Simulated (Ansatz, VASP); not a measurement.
BeTe in VASP and in Ansatz

```xyz
2
Lattice="2.6938 2.6938 0.0000 -2.6938 2.6938 0.0000 0.0000 2.6938 2.6938" Properties=species:S:1:pos:R:3 pbc="T T T"
Be    0.0000    0.0000    0.0000
Te    1.3469    4.0407    1.3469
```

Alike in both runs: task single point; functional LDA; k mesh 8 × 8 × 8; no spin polarisation.

|  | VASP | Ansatz |
| --- | --- | --- |
| version | VASP 6.6.1 | Ansatz 0.2.0 |
| potentials or method | VASP PAW LDA potentials, release 64 (Be, Te), cutoff 520 eV | all-electron LAPW, scalar-relativistic |
| occupations | gaussian, width 0.01 eV | fixed |

Ansatz gave:

* gap on the k mesh at the Fermi level (eV): 1.55
* pressure (GPa): 7.0

Problem. Which values does VASP return?

Solution. gap on the k mesh at the Fermi level (eV): 1.53; pressure (GPa): 7.4.

LDA's correlation is that of Perdew and Zunger in VASP and of Perdew and Wang (1992) in Ansatz. Ansatz ran all-electron here, and VASP with PAW potentials.

Spin-orbit coupling is off throughout.
